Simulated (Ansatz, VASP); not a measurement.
Two plane-wave programs on SnO2

```
Sn O
1.0
     1.68565    0.97321    4.29273
    -1.68565    0.97321    4.29273
     0.00000   -1.94642    4.29273
Sn O
1 2
Cartesian
  0.0000 0.0000 6.4391
  0.0000 0.0000 3.1093
  0.0000 0.0000 9.7689
```

Alike in both runs: task single point; functional PBEsol; k mesh 12 × 12 × 12; occupations gaussian, width 0.05 eV; no spin polarisation.

|  | VASP | Ansatz |
| --- | --- | --- |
| version | VASP 6.6.1 | Ansatz 0.2.0 |
| potentials or method | VASP PAW PBE potentials, release 64 (Sn_d, O), cutoff 520 eV | scalar-relativistic, plane waves, PAW |
| valence electrons in the cell | 26 | 26 |

|  | VASP | Ansatz | Ansatz less VASP |
| --- | --- | --- | --- |
| gap on the k mesh at the Fermi level (eV) | 0.74 | 0.76 | +0.015 |
| least direct gap on the mesh (eV) | 0.74 | 0.76 | +0.015 |
| pressure (GPa) | -13.2 | -13.7 | -0.49 |
| traceless stress, the component that is largest in VASP (GPa) | 7.77 | 8.18 | +0.414 |
| rms of the force components (eV/Å) | 0.212 | 0.233 | +0.0201 |

VASP's potentials were made for PBE, not for PBEsol, and Ansatz warns of the same on its side. Atom by atom the forces differ by 0.020 eV/Å (rms over components).
